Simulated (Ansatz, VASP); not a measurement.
**MnO2 in VASP and in Ansatz**

POSCAR

```
MnO2
1.0
    2.8565781800      0.0000000000      0.0000000000
   -1.4282890900      2.4738692700      0.0000000000
    0.0000000000      0.0000000000      4.6013740600
Mn O
1 2
Direct
    0.0700138373      0.0000000000      0.5000000000
    0.6666666667      0.3333333333      0.2937074300
    0.3333333333      0.6666666667      0.7062925700
```

The input INCAR.step1:

```
SYSTEM = MnO2
PREC = Accurate
ENCUT = 520
ISMEAR = 1
SIGMA = 0.05
LREAL = .False.
LASPH = .True.
NELM = 150
ISPIN = 2
MAGMOM = 5.2 0 0
LMAXMIX = 4
NBANDS = 24
GGA = PE
ALGO = Normal
EDIFF = 1E-4
LWAVE = .True.
LCHARG = .False.
```

File INCAR.step2:

```
SYSTEM = MnO2
PREC = Accurate
ENCUT = 520
EDIFF = 1E-7
ISMEAR = 1
SIGMA = 0.05
LREAL = .False.
LASPH = .True.
NELM = 150
ALGO = Normal
ISIF = 2
LWAVE = .False.
LCHARG = .False.
ISPIN = 2
MAGMOM = 5.2 0 0
LORBIT = 11
LMAXMIX = 4
METAGGA = R2SCAN
LMIXTAU = .True.
NBANDS = 24
ISTART = 1
```

File KPOINTS:

```
Automatic mesh
0
Gamma
  9 9 5
  0 0 0
```

Input for Ansatz:

```yaml
crystal:
  lattice:
    - [2.85657818, 0.0, 0.0]
    - [-1.42828909, 2.47386927, 0.0]
    - [0.0, 0.0, 4.60137406]
  atoms:
    - { symbol: Mn, position: [0.07001383732476736, 0.0, 0.5] }
    - { symbol: O, position: [0.6666666666666666, 0.3333333333333333, 0.29370743] }
    - { symbol: O, position: [0.3333333333333333, 0.6666666666666666, 0.70629257] }
accuracy: low
basis:
  ecutwfc: 630.0
kpoints:
  mp_grid:
    grid: [9, 9, 5]
    shift: [0.0, 0.0, 0.0]
hamiltonian:
  xc: r2scan
  pseudopotentials:
    kind: paw
magnetization:
  spin_polarized: true
  per_species:
    Mn: 5.2
scf:
  n_extra_bands: 16
  mixing:
    algorithm: msr1
    beta: 0.1
  occupations:
    method: cold
    width: 0.05
output:
  forces: true
```

Alike in both runs: task single point; functional r2SCAN; k mesh 9 × 9 × 5; collinear spin.

```csv
,VASP,Ansatz
version,VASP 6.6.1,Ansatz 0.2.0
potentials or method,"VASP PAW PBE potentials, release 64 (Mn_pv, O), cutoff 520 eV","plane waves, PAW"
occupations,"methfessel-paxton of order 1, width 0.05 eV","cold, width 0.05 eV"
valence electrons in the cell,25,27
```

|  | VASP | Ansatz | Ansatz less VASP |
| --- | --- | --- | --- |
| rms of the force components (eV/Å) | 1.434 | 1.339 | -0.0947 |
| net moment per atom (μB) | 1.00 | 1.00 | 0.000 |
| size of the moment on the site where the two differ most (μB) | 2.86 | 2.42 | -0.442 |

VASP's potentials were made for PBE, not for r2SCAN. Site moments also hang on the region over which each program counts them. Atom by atom the forces differ by 0.106 eV/Å (rms over components). VASP's potentials hold 25 valence electrons a cell and Ansatz's 27, so a difference there can come from the potentials and not from the codes. Ansatz's warnings: given moment on shells, stability check not made.
